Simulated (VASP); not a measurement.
The system is RuC4.

```
Ru C
1.0
     2.74929    0.00000    0.00000
    -1.37465    2.38096    0.00000
     0.00000    0.00000    8.84030
Ru C
1 4
Cartesian
  0.0000 0.0000 0.0000
  0.0000 1.5873 7.6544
  0.0000 1.5873 3.3310
  1.3746 0.7937 1.1859
  1.3746 0.7937 5.5093
```

The cell was generated, and may not be a known phase.

| Item | Value |
| --- | --- |
| Program | VASP 6.6.1 |
| Task | relaxation of cell and atoms |
| Functional | PBE |
| Potentials or basis | VASP PAW PBE potentials, release 64 (Ru_sv, C_h) |
| Cutoff | 1300 eV |
| k mesh | 6 × 6 × 2 |
| Occupations | gaussian, width 0.1 eV |
| Spin | no spin polarisation |

At the start: pressure 4.3 GPa; volume 11.57 Å³/atom.

Q: Where does the relaxation end?

A: Over 50 steps the energy falls by 3119.3 meV/atom and the volume is 12.81 Å³/atom (+10.7 %); space group P-3m1 (No. 164, to 0.1 Å) before, P6/mmm (No. 191, to 0.1 Å).

Step by step:
| step | energy change (eV) | largest force (eV/Å) | pressure (GPa) | volume (Å³) |
| --- | --- | --- | --- | --- |
| 1 | 0.0000 | 3.5601 | 4.32 | 57.87 |
| 3 | -0.6247 | 0.7860 | -18.31 | 60.39 |
| 5 | -3.3577 | 1.7078 | -14.71 | 45.90 |
| 7 | -4.2305 | 4.0557 | 9.81 | 40.07 |
| 9 | -5.1799 | 4.6861 | 84.61 | 31.62 |
| 11 | -5.4373 | 4.6647 | 72.48 | 32.28 |
| 13 | -5.8631 | 5.8486 | 86.13 | 31.30 |
| 15 | -8.1259 | 7.2939 | 47.76 | 33.48 |
| 17 | -9.3696 | 1.0622 | -22.91 | 43.00 |
| 19 | -10.3453 | 5.0394 | -4.08 | 38.50 |
| 21 | -12.4833 | 2.2307 | -9.26 | 39.97 |
| 23 | -12.7886 | 3.5603 | -9.15 | 40.71 |
| 25 | -13.8548 | 1.7181 | 33.64 | 38.72 |
| 27 | -14.8019 | 0.9231 | 8.84 | 44.27 |
| 29 | -15.0677 | 1.3334 | 2.31 | 47.50 |
| 31 | -15.0327 | 2.9817 | -0.62 | 58.47 |
| 33 | -15.5044 | 0.6228 | 2.81 | 54.87 |
| 35 | -15.5752 | 0.3914 | 2.00 | 60.27 |
| 37 | -15.5854 | 0.2500 | 0.11 | 61.18 |
| 39 | -15.5889 | 0.0655 | 0.30 | 61.28 |
| 41 | -15.5894 | 0.0577 | 0.36 | 61.34 |
| 43 | -15.5922 | 0.0912 | 0.51 | 61.94 |
| 45 | -15.5931 | 0.1983 | 0.67 | 62.79 |
| 47 | -15.5945 | 0.1760 | 0.17 | 63.30 |
| 49 | -15.5958 | 0.1126 | -0.31 | 64.01 |
| 50 | -15.5964 | 0.0266 | 0.10 | 64.05 |

Final structure:
```xyz
5
Lattice="2.4788 0.0000 0.0000 -1.2394 2.1467 0.0000 0.0000 0.0000 12.0368" Properties=species:S:1:pos:R:3 pbc="T T T"
Ru    0.0000    0.0000    0.0000
C     0.0000    1.4311    8.1879
C     0.0000    1.4311    3.8493
C     1.2394    0.7156    3.8489
C     1.2394    0.7156    8.1875
```

Caveat: the k points lie up to 0.49 Å⁻¹ apart in the final cell, too coarse for converged energies and pressures of a metal; a cell axis changed by over 15 % at a fixed basis, so the end point is rough; this functional lacks dispersion, which binds layers or chains, so the pressure and a relaxed spacing across them are unreliable.
